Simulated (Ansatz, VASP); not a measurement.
Two plane-wave programs on B

```
B
1.0
     4.00987    0.00000    0.00000
     0.00000    4.00987    0.00000
     0.00000    0.00000    4.85549
B
8
Direct
  0.79122 0.50000 0.18981
  0.50000 0.79122 0.68981
  0.50000 0.20878 0.68981
  0.79122 0.50000 0.81019
  0.20878 0.50000 0.81019
  0.20878 0.50000 0.18981
  0.50000 0.79122 0.31019
  0.50000 0.20878 0.31019
```

Alike in both runs: task relaxation of cell and atoms; functional PBE; k mesh 10 × 10 × 8; occupations gaussian, width 0.1 eV; no spin polarisation.

```csv
,VASP,Ansatz
version,VASP 6.6.1,Ansatz 0.2.0
potentials or method,"VASP PAW PBE potentials, release 64 (B), cutoff 600 eV","scalar-relativistic, plane waves, PAW"
valence electrons in the cell,24,24
```

|  | VASP | Ansatz | Ansatz less VASP |
| --- | --- | --- | --- |
| gap on the k mesh at the Fermi level, each at its own relaxed structure (eV) | none | none | - |
| relaxed volume (Å³/atom) | 8.45 | 8.45 | 0.000 |
| relaxed cell length with the largest relative difference (Å) | 3.825 | 3.824 | -0.0002 |

A gap of «none» marks a metal or a gap that the smearing closes.
